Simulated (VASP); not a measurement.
# TiAl (Pm-3m) in VASP: further runs

The runs below take TiAl through single point, relaxation of cell and atoms, with PBE.

All numbers are computed with VASP 6.6.1; they aren't measurements. Logs are shortened: lines on timing, memory, paths and dates and some standing lists are left out, and cuts for length are marked.

## Step 1: The cell of the first run

It takes space group Pm-3m (No. 221, cubic). The conventional cell has a = 3.180 Å, b = 3.180 Å, c = 3.180 Å, α = 90.00°, β = 90.00°, γ = 90.00°. Al (site symmetry m-3m) has 8 Ti at 2.75 Å and 6 Al at 3.18 Å within 3.6 Å. Within 3.6 Å of Ti (site symmetry m-3m) lie 8 Al at 2.75 Å and 6 Ti at 3.18 Å.

## Step 2: Single point, PBE

Input file INCAR:

```
PREC = Accurate
ENCUT = 500
EDIFF = 1E-6
ISMEAR = 0
SIGMA = 0.1
LREAL = F
LASPH = T
NELM = 120
ALGO = Normal
ISIF = 2
LWAVE = F
LCHARG = F
GGA = PE
NBANDS = 14
GGA_COMPAT = F
```

Input file KPOINTS:

```
Automatic mesh
0
Gamma
  6 6 6
```

Input file POSCAR:

```
TiAl
1.0
    3.1801725945      0.0000000000      0.0000000000
    0.0000000000      3.1801725945      0.0000000000
    0.0000000000      0.0000000000      3.1801725945
Al Ti
1 1
Direct
    0.0000000000      0.0000000000      0.0000000000
    0.5000000000      0.5000000000      0.5000000000
```

Potentials or basis: VASP PAW PBE potentials, release 64 (Al, Ti_sv).

Started as:

```
cat potpaw_PBE.64/Al/POTCAR potpaw_PBE.64/Ti_sv/POTCAR > POTCAR
mpirun -np 1 vasp_std > vasp.out
```

OUTCAR:

```text
PREC = Accurate
   ENCUT = 500
   EDIFF = 1E-6
   ISMEAR = 0
   LREAL = F
   LASPH = T
   NELM = 120
   ISIF = 2
   GGA = PE

 ion  position               nearest neighbor table
   1  0.000  0.000  0.000-   2 2.75   2 2.75   2 2.75   2 2.75   2 2.75   2 2.75   2 2.75   2 2.75

   2  0.500  0.500  0.500-   1 2.75   1 2.75   1 2.75   1 2.75   1 2.75   1 2.75   1 2.75   1 2.75

  LATTYP: Found a simple cubic cell.
 ALAT       =     3.1801725945

  Lattice vectors:

 A1 = (   3.1801725945,   0.0000000000,   0.0000000000)
 A2 = (   0.0000000000,   3.1801725945,   0.0000000000)
 A3 = (   0.0000000000,   0.0000000000,   3.1801725945)

Analysis of symmetry for initial positions (statically):
=====================================================================
 Subroutine PRICEL returns:
 Original cell was already a primitive cell.

 Routine SETGRP: Setting up the symmetry group for a
 simple cubic supercell.

 Subroutine GETGRP returns: Found 48 space group operations
 (whereof 48 operations were pure point group operations)
 out of a pool of 48 trial point group operations.

The static configuration has the point symmetry O_h .

Analysis of symmetry for dynamics (positions and initial velocities):
=====================================================================
 Subroutine PRICEL returns:
 Original cell was already a primitive cell.

 Routine SETGRP: Setting up the symmetry group for a
 simple cubic supercell.

 Subroutine GETGRP returns: Found 48 space group operations
 (whereof 48 operations were pure point group operations)
 out of a pool of 48 trial point group operations.

The dynamic configuration has the point symmetry O_h .

 Subroutine INISYM returns: Found 48 space group operations
 (whereof 48 operations are pure point group operations),
 and found     1 'primitive' translations

----------------------------------------------------------------------------------------

                                     Primitive cell

  volume of cell :      32.1627

  direct lattice vectors                    reciprocal lattice vectors
     3.180172595  0.000000000  0.000000000     0.314448342  0.000000000  0.000000000
     0.000000000  3.180172595  0.000000000     0.000000000  0.314448342  0.000000000
     0.000000000  0.000000000  3.180172595     0.000000000  0.000000000  0.314448342

  length of vectors
     3.180172595  3.180172595  3.180172595     0.314448342  0.314448342  0.314448342

  position of ions in fractional coordinates (direct lattice)
     0.000000000  0.000000000  0.000000000
     0.500000000  0.500000000  0.500000000

  ion indices of the primitive-cell ions
   primitive index   ion index
                 1           1
                 2           2

----------------------------------------------------------------------------------------

 KPOINTS: Automatic mesh

Automatic generation of k-mesh.
 Grid dimensions read from file:
 generate k-points for:    6    6    6

 Generating k-lattice:

  Cartesian coordinates                     Fractional coordinates (reciprocal lattice)
     0.052408057  0.000000000  0.000000000     0.166666667  0.000000000  0.000000000
     0.000000000  0.052408057  0.000000000     0.000000000  0.166666667  0.000000000
     0.000000000  0.000000000  0.052408057     0.000000000  0.000000000  0.166666667

  Length of vectors
     0.052408057  0.052408057  0.052408057

  Shift w.r.t. Gamma in fractional coordinates (k-lattice)
     0.000000000  0.000000000  0.000000000

 Subroutine IBZKPT returns following result:
 ===========================================

 Found     20 irreducible k-points:

 Following reciprocal coordinates:
            Coordinates               Weight
  0.000000  0.000000  0.000000      1.000000
  0.166667  0.000000  0.000000      6.000000
  0.333333  0.000000  0.000000      6.000000
  0.500000  0.000000  0.000000      3.000000
  0.166667  0.166667  0.000000     12.000000
  0.333333  0.166667  0.000000     24.000000
[... 12 lines left out ...]
  0.500000  0.500000  0.333333      6.000000
  0.500000  0.500000  0.500000      1.000000
   k-points           NKPTS =     20   k-points in BZ     NKDIM =     20   number of bands    NBANDS=     14
   number of dos      NEDOS =    301   number of ions     NIONS =      2
   total plane-waves  NPLWV =  13824
   dimension x,y,z NGX =    24 NGY =   24 NGZ =   24
   dimension x,y,z NGXF=    48 NGYF=   48 NGZF=   48
   ions per type =               1   1
   NGX,Y,Z   is equivalent  to a cutoff of  12.55, 12.55, 12.55 a.u.
   NGXF,Y,Z  is equivalent  to a cutoff of  25.09, 25.09, 25.09 a.u.
 SYSTEM =  unknown system
   PREC   = accura    normal or accurate (medium, high low for compatibility)
   ISTART =      0    job   : 0-new  1-cont  2-samecut
   ICHARG =      2    charge: 1-file 2-atom 10-const
   ISPIN  =      1    spin polarized calculation?
   LNONCOLLINEAR =      F non collinear calculations
   LSORBIT =      F    spin-orbit coupling
   LASPH  =      T    aspherical Exc in radial PAW
   ENCUT  =  500.0 eV  36.75 Ry    6.06 a.u.   5.80  5.80  5.80*2*pi/ulx,y,z
   NELM   =    120;   NELMIN=  2; NELMDL= -5     # of ELM steps
   EDIFF  = 0.1E-05   stopping-criterion for ELM
   LREAL  =      F    real-space projection
   EDIFFG = 0.1E-04   stopping-criterion for IOM
   NSW    =      0    number of steps for IOM
   IBRION =     -1    ionic relax: 0-MD 1-quasi-New 2-CG
   NFREE  =      0    steps in history (QN), initial steepest desc. (CG)
   ISIF   =      2    stress and relaxation
   ISYM   =      2    0-nonsym 1-usesym 2-fastsym
   POTIM  = 0.5000    time-step for ionic-motion
   TEBEG  =    0.0;   TEEND  =   0.0 temperature during run
   PSTRESS=    0.0 pullay stress
   NELECT =      15.0000    total number of electrons
   NUPDOWN=      -1.0000    fix difference up-down
   EMIN   =  10.00;   EMAX   =-10.00  energy-range for DOS
   EFERMI =   0.00;   METHOD = LEGACY
   ISMEAR =     0;   SIGMA  =   0.10  broadening in eV -4-tet -1-fermi 0-gaus
   EFERMI_NEDOS =   21; number of points for ismear=-14 and -15
   IALGO  =     38    algorithm
   IMIX   =      4    mixing-type and parameters
     AMIX     =   0.40;   BMIX     =  1.00
     AMIX_MAG =   1.60;   BMIX_MAG =  1.00
  volume/ion in A,a.u.               =      16.08       108.52
  Fermi-wavevector in a.u.,A,eV,Ry     =   1.269564  2.399128 21.929768  1.611792
  Thomas-Fermi vector in A             =   2.402598
   LORBIT       =      0    0 simple, 1 ext, 2 COOP (PROOUT), +10 PAW based schemes
   GGA     = PE    functional components
   LHFCALC =     F    Hartree Fock is set to
   AEXX    =    0.0000 exact exchange contribution
   IVDW    =     0    specifies the selected vdW correction
   LEPSILON=     F    determine dielectric tensor
   LRPA    =     F    only Hartree local field effects (RPA)
 non-spin polarized calculation
 Gauss-broadening in eV      SIGMA  =   0.10
  energy-cutoff  :      500.00
  volume of cell :       32.16
 maximum number of plane-waves:       840
 NGX is ok and might be reduce to    24
   NGX = 11   NGY = 11   NGZ = 11

 number of electron      14.9999994 magnetization

 Free energy of the ion-electron system (eV)
  ---------------------------------------------------
  ext. energy  EPLUGINS =         0.00000000
  ---------------------------------------------------
  free energy    TOTEN  =       -12.11485862 eV

  energy without entropy =      -12.10273285  energy(sigma->0) =      -12.10879573

 E-fermi :   8.7895     XC(G=0): -11.0820

 val. band max:        8.7252896218   @ k =   0.3333   0.3333   0.1667
 cond. band min:       8.8480304646   @ k =   0.3333   0.1667   0.0000
 fundamental gap:      0.1227408428
 Fermi energy:         8.7894535331

 k-point     1 :       0.0000    0.0000    0.0000
  band No.  band energies     occupation
      1     -48.1223      2.00000
      2     -24.3241      2.00000
      3     -24.3241      2.00000
      4     -24.3241      2.00000
      5      -0.5080      2.00000
      6       7.3339      2.00000
      7       7.3339      2.00000
      8      10.5778      0.00000
      9      10.5778      0.00000
     10      10.5778      0.00000
     11      13.1710      0.00000
     12      13.1710      0.00000
     13      13.1710      0.00000
     14      17.5557      0.00000

 k-point     2 :       0.1667    0.0000    0.0000
  band No.  band energies     occupation
      1     -48.1187      2.00000
      2     -24.3671      2.00000
      3     -24.3204      2.00000
      4     -24.3204      2.00000
      5      -0.0697      2.00000
      6       7.0136      2.00000
      7       7.5252      2.00000
      8       9.9808      0.00000
      9       9.9808      0.00000
     10      10.6273      0.00000
     11      11.9445      0.00000
     12      14.0975      0.00000
     13      14.0975      0.00000
     14      17.0035      0.00000

 k-point     3 :       0.3333    0.0000    0.0000
  band No.  band energies     occupation
      1     -48.1113      2.00000
      2     -24.4521      2.00000
      3     -24.3129      2.00000
      4     -24.3129      2.00000
      5       1.1781      2.00000
      6       5.4348      2.00000
      7       7.9642      2.00000
      8       9.2179      0.00000
      9       9.2179      0.00000
     10      10.7289      0.00000
     11      11.4960      0.00000
     12      15.8636      0.00000
     13      15.9181      0.00000
     14      15.9181      0.00000

 k-point     4 :       0.5000    0.0000    0.0000
  band No.  band energies     occupation
      1     -48.1076      2.00000
      2     -24.4942      2.00000
      3     -24.3091      2.00000
      4     -24.3091      2.00000
      5       2.7217      2.00000
      6       3.5761      2.00000
      7       8.2231      2.00000
      8       8.9253      0.05466
      9       8.9253      0.05466
     10      10.7810      0.00000
     11      11.7516      0.00000
     12      15.2709      0.00000
     13      18.0607      0.00000
     14      18.0607      0.00000

 k-point     5 :       0.1667    0.1667    0.0000
  band No.  band energies     occupation
      1     -48.1150      2.00000
      2     -24.3647      2.00000
      3     -24.3608      2.00000
      4     -24.3166      2.00000
      5       0.3525      2.00000
      6       7.1529      2.00000
      7       7.3337      2.00000
      8       9.3422      0.00000
      9       9.9007      0.00000
     10      10.2907      0.00000
     11      12.3426      0.00000
[... 208 lines left out ...]
 k-point    18 :       0.5000    0.3333    0.3333
  band No.  band energies     occupation
      1     -48.0864      2.00000
      2     -24.4598      2.00000
      3     -24.4169      2.00000
      4     -24.4144      2.00000
      5       4.4045      2.00000
      6       5.8081      2.00000
      7       6.2695      2.00000
      8       9.4164      0.00000
      9       9.6575      0.00000
     10      10.5590      0.00000
     11      11.5743      0.00000
     12      11.8809      0.00000
     13      14.2480      0.00000
     14      15.2537      0.00000

 k-point    19 :       0.5000    0.5000    0.3333
  band No.  band energies     occupation
      1     -48.0829      2.00000
      2     -24.4544      2.00000
      3     -24.4544      2.00000
      4     -24.4108      2.00000
      5       4.9738      2.00000
      6       5.8783      2.00000
      7       5.8783      2.00000
      8       9.5536      0.00000
      9      10.6293      0.00000
     10      10.9982      0.00000
     11      10.9982      0.00000
     12      11.5451      0.00000
     13      12.9912      0.00000
     14      15.3683      0.00000

 k-point    20 :       0.5000    0.5000    0.5000
  band No.  band energies     occupation
      1     -48.0794      2.00000
      2     -24.4492      2.00000
      3     -24.4492      2.00000
      4     -24.4492      2.00000
      5       5.6793      2.00000
      6       5.6793      2.00000
      7       5.6793      2.00000
      8       9.3806      0.00000
      9      11.5610      0.00000
     10      11.5610      0.00000
     11      11.6794      0.00000
     12      11.6794      0.00000
     13      11.6794      0.00000
     14      15.2862      0.00000

------------------------ aborting loop because EDIFF is reached ----------------------------------------

  FORCE on cell =-STRESS in cart. coord.  units (eV):
  Direction    XX          YY          ZZ          XY          YZ          ZX
  --------------------------------------------------------------------------------------
  -------------------------------------------------------------------------------------
  Total        0.0819615      0.0819615      0.0819615     -0.0000000     -0.0000000     -0.0000000
  in kB        4.0828980      4.0828980      4.0828980     -0.0000000     -0.0000000     -0.0000000
  external PRESSURE =       4.0828980 kB  Pullay stress =       0.0000000 kB

 VOLUME and BASIS-vectors are now :
 -----------------------------------------------------------------------------
  energy-cutoff  :      500.00
  volume of cell :       32.16
      direct lattice vectors                 reciprocal lattice vectors
     3.180172595  0.000000000  0.000000000     0.314448342  0.000000000  0.000000000
     0.000000000  3.180172595  0.000000000     0.000000000  0.314448342  0.000000000
     0.000000000  0.000000000  3.180172595     0.000000000  0.000000000  0.314448342

 POSITION                                       TOTAL-FORCE (eV/Angst)
 -----------------------------------------------------------------------------------
      0.00000      0.00000      0.00000         0.000000      0.000000      0.000000
      1.59009      1.59009      1.59009         0.000000      0.000000      0.000000
 -----------------------------------------------------------------------------------
    total drift:                                0.000000      0.000000     -0.000000

  FREE ENERGIE OF THE ION-ELECTRON SYSTEM (eV)
  ---------------------------------------------------
  free  energy   TOTEN  =       -12.1148586177 eV

  energy  without entropy=      -12.1027328507  energy(sigma->0) =      -12.10879573
```

Wall time 9.5 s (1 thread of Intel Xeon 8259CL, shared host); peak memory 0.14 GiB.

What came out:

```
Free energy            : -12.1149 eV
Pressure               : 0.4 GPa
Band gap on the k mesh : zero (an odd number of electrons rules out a gap without spin polarisation)
```

## Step 3: Relaxation of cell and atoms, PBE

This run uses another cell than the first one, of 13.92 Å³/atom.

Input file INCAR:

```
SYSTEM = TiAl
PREC = Accurate
ENCUT = 500
EDIFF = 1E-7
ISMEAR = 0
SIGMA = 0.1
LREAL = .FALSE.
LASPH = .TRUE.
NELM = 120
ALGO = Normal
ISIF = 3
LWAVE = .FALSE.
LCHARG = .FALSE.
GGA = PE
IBRION = 2
NSW = 100
EDIFFG = -0.05
GGA_COMPAT = .FALSE.
NELMIN = 4
```

Input file KPOINTS:

```
regular mesh
0
G
  6 6 6
  0 0 0
```

Input file POSCAR:

```
TiAl
1.0
    3.0306581409      0.0000000000      0.0000000000
    0.0000000000      3.0306581409      0.0000000000
    0.0000000000      0.0000000000      3.0306581409
Al Ti
1 1
Direct
    0.0000000000      0.0000000000      0.0000000000
    0.5000000000      0.5000000000      0.5000000000
```

Potentials or basis: VASP PAW PBE potentials, release 64 (Al, Ti_sv).

Started as:

```
cat potpaw_PBE.64/Al/POTCAR potpaw_PBE.64/Ti_sv/POTCAR > POTCAR
mpirun -np 1 vasp_std > vasp.out
```

It took 30 s on 1 thread of Intel Xeon 8259CL, shared host; peak memory 0.14 GiB.

The run converged. Its results:

```
Free energy                           : -12.1119 eV
Relaxed volume                        : 16.15 Å³/atom
Relaxed cell                          : a = 3.185 Å, b = 3.185 Å, c = 3.185 Å, α = 90.00°, β = 90.00°, γ = 90.00°
Space group after relaxing (to 0.1 Å) : Pm-3m (No. 221)
Energy gained by relaxing             : 136.1 meV/atom
Ionic steps                           : 3
Pressure after relaxing               : -0.2 GPa
Band gap on the k mesh                : zero (an odd number of electrons rules out a gap without spin polarisation)
```

Step by step:
```
step  energy change (eV)  largest force (eV/Å)  pressure (GPa)  volume (Å³)
   1              0.0000                0.0000           22.28        27.84
   2             -0.1204                0.0000          -10.52        36.39
   3             -0.2722                0.0000           -0.16        32.30
```

Final structure:
```
Al Ti
1.0
     3.18472    0.00000    0.00000
     0.00000    3.18472    0.00000
     0.00000    0.00000    3.18472
Al Ti
1 1
Cartesian
  0.0000 0.0000 0.0000
  1.5924 1.5924 1.5924
```

Levels at points of the mesh, in eV from the Fermi level:
```tsv
k point	band 4	band 5	band 6	band 7	band 8	band 9	band 10	band 11
(0.00, 0.00, 0.00)	-33.12	-9.28	-1.45	-1.45	1.78	1.78	1.78	4.36
(0.50, 0.00, 0.00)	-33.11	-6.06	-5.20	-0.56	0.13	0.13	1.98	2.94
(0.50, 0.50, 0.00)	-33.09	-5.03	-2.13	-2.13	-1.48	0.69	0.69	2.69
(0.50, 0.50, 0.50)	-33.25	-3.10	-3.10	-3.10	0.57	2.76	2.76	2.88
```

Caveat: the volume moved by over 15 % at a fixed basis, so the end points are rough.

The gap in the log of VASP goes by the Fermi energy; the results here count the filled bands.